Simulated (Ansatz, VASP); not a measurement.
RbBr in VASP and in Ansatz

```
CELL_PARAMETERS angstrom
0.00000 3.42750 3.42750
3.42750 0.00000 3.42750
3.42750 3.42750 0.00000
ATOMIC_POSITIONS crystal
Rb 0.00000 0.00000 0.00000
Br 0.50000 0.50000 0.50000
```

Alike in both runs: task electric field gradients; functional PBE; k mesh 7 × 7 × 7; occupations fermi-dirac, width 0.03 eV; no spin polarisation.

```csv
,VASP,Ansatz
version,VASP 6.6.1,Ansatz 0.2.0
potentials or method,"VASP PAW PBE potentials, release 64 (Rb_sv, Br), cutoff 520 eV","all-electron PAW with datasets made for the crystal, scalar-relativistic"
```

|  | VASP | Ansatz | Ansatz less VASP |
| --- | --- | --- | --- |
| gap on the k mesh at the Fermi level (eV) | 4.36 | 4.36 | +0.003 |
| pressure (GPa) | 1.0 | 1.0 | -0.03 |

Ansatz ran all-electron here, and VASP with PAW potentials.
